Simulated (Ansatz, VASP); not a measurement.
# Au in VASP and in Ansatz

```xyz
1
Lattice="2.7367 0.0000 0.0000 0.0000 2.7367 0.0000 0.0000 0.0000 2.7367" Properties=species:S:1:pos:R:3 pbc="T T T"
Au    0.0000    0.0000    0.0000
```

Alike in both runs: task single point; functional LDA; k mesh 13 × 13 × 13; occupations fermi-dirac, width 0.1 eV; no spin polarisation.

```csv
,VASP,Ansatz
version,VASP 6.6.1,Ansatz 0.2.0
potentials or method,"VASP PAW LDA potentials, release 64 (Au), cutoff 520 eV","plane waves (420 eV) with PAW, scalar-relativistic"
valence electrons in the cell,11,19
```

```csv
,VASP,Ansatz,Ansatz less VASP
pressure (GPa),-8.7,-9.1,-0.38
```

Ansatz warns that its potentials were made for another functional, while VASP's fit it. LDA's correlation is that of Perdew and Zunger in VASP and of Perdew and Wang (1992) in Ansatz. VASP's potentials hold 11 valence electrons a cell and Ansatz's 19, so a difference there can come from the potentials and not from the codes.

Spin-orbit coupling is off throughout.
